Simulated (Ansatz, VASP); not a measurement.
## Hf in VASP and in Ansatz

```
Hf
1.0
     3.19670    0.00000    0.00000
    -1.59835    2.76842    0.00000
     0.00000    0.00000    5.05780
Hf
2
Direct
  0.33333 0.66667 0.25000
  0.66667 0.33333 0.75000
```

Alike in both runs: task electric field gradients; functional PBE; k mesh 16 × 16 × 10; occupations gaussian, width 0.05 eV; no spin polarisation.

|  | VASP | Ansatz |
| --- | --- | --- |
| version | VASP 6.6.1 | Ansatz 0.2.0 |
| potentials or method | VASP PAW PBE potentials, release 64 (Hf_pv), cutoff 520 eV | scalar-relativistic, plane waves, PAW |
| valence electrons in the cell | 20 | 52 |

|  | VASP | Ansatz | Ansatz less VASP |
| --- | --- | --- | --- |
| gap on the k mesh at the Fermi level (eV) | none | none | - |
| pressure (GPa) | 0.3 | 0.8 | +0.44 |
| traceless stress, the component that is largest in VASP (GPa) | -0.21 | -0.13 | +0.075 |
| size of Vzz on the site where it differs most (V/Å²) | 83.6 | 93.5 | +9.89 |

A gap of «none» marks a metal or a gap that the smearing closes. With one functional, cell and mesh, what is left measures potentials, basis and numerics. VASP's potentials hold 20 valence electrons a cell and Ansatz's 52, so a difference there can come from the potentials and not from the codes.

Neither program's run includes spin-orbit coupling.
